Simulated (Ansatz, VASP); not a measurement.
**One calculation of PbS, two programs**

```
CELL_PARAMETERS angstrom
2.09373 -6.03098 0.00000
2.09373 6.03098 0.00000
0.00000 0.00000 4.30766
ATOMIC_POSITIONS crystal
Pb 0.13056 0.86944 0.25000
Pb 0.86944 0.13056 0.75000
S 0.35480 0.64520 0.25000
S 0.64520 0.35480 0.75000
```

Change from the starting cell: volume scaled by 1.02.

Alike in both runs: task single point; functional LDA; k mesh 7 × 7 × 6; occupations fermi-dirac, width 0.05 eV; no spin polarisation.

|  | VASP | Ansatz |
| --- | --- | --- |
| version | VASP 6.6.1 | Ansatz 0.2.0 |
| potentials or method | VASP PAW LDA potentials, release 64 (Pb_d, S), cutoff 520 eV | all-electron LAPW, scalar-relativistic |

Ansatz gave:

- gap on the k mesh at the Fermi level (eV): 1.15
- least direct gap on the mesh (eV): 1.28
- pressure (GPa): -4.4
- traceless stress, the component that is largest in VASP (GPa): 0.45
- rms of the force components (eV/Å): 0.106

**Question.** What did VASP give for the same quantities?

**Answer.** gap on the k mesh at the Fermi level (eV): 1.14; least direct gap on the mesh (eV): 1.28; pressure (GPa): -4.4; traceless stress, the component that is largest in VASP (GPa): 0.43; rms of the force components (eV/Å): 0.101.

LDA's correlation is that of Perdew and Zunger in VASP and of Perdew and Wang (1992) in Ansatz. Atom by atom the forces differ by 0.005 eV/Å (rms over components). Ansatz ran all-electron here, and VASP with PAW potentials.

Neither program's run includes spin-orbit coupling.
